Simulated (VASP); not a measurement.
The system is SnGe5.

```xyz
6
Lattice="0.0000 3.8814 3.8814 3.8814 0.0000 3.8814 3.8814 3.8814 0.0000" Properties=species:S:1:pos:R:3 pbc="T T T"
Sn    0.0000    0.0000    0.0000
Ge    5.8221    5.8221    5.8221
Ge    4.8442    4.8442    2.9186
Ge    4.8442    2.9186    4.8442
Ge    2.9186    2.9186    2.9186
Ge    2.9186    4.8442    4.8442
```

The cell was generated, and may not be a known phase.

```yaml
Program: VASP 6.6.1
Task: relaxation of cell and atoms
Functional: PBE
Potentials_or_basis: VASP PAW PBE potentials, release 64 (Sn_d, Ge_d)
Cutoff: 600 eV
k_mesh: 4 × 4 × 4
Occupations: gaussian, width 0.1 eV
Spin: no spin polarisation
```

At the start: pressure 6.3 GPa; volume 19.49 Å³/atom.

Problem. How do energy, volume and symmetry change on relaxing?

Solution. Over 3 steps the energy falls by 32.4 meV/atom and the volume is 21.27 Å³/atom (+9.1 %); space group F-43m (No. 216, to 0.1 Å) before and after.

The path:
| step | energy change (eV) | largest force (eV/Å) | pressure (GPa) | volume (Å³) |
| --- | --- | --- | --- | --- |
| 1 | 0.0000 | 0.1236 | 6.33 | 116.95 |
| 2 | -0.1838 | 0.0176 | -1.18 | 130.48 |
| 3 | -0.1947 | 0.0346 | -0.01 | 127.62 |

Final structure:
```
Sn Ge
1.0
     0.00000    3.99608    3.99608
     3.99608    0.00000    3.99608
     3.99608    3.99608    0.00000
Sn Ge
1 5
Cartesian
  0.0000 0.0000 0.0000
  5.9941 5.9941 5.9941
  4.9902 4.9902 3.0020
  4.9902 3.0020 4.9902
  3.0020 3.0020 3.0020
  3.0020 4.9902 4.9902
```
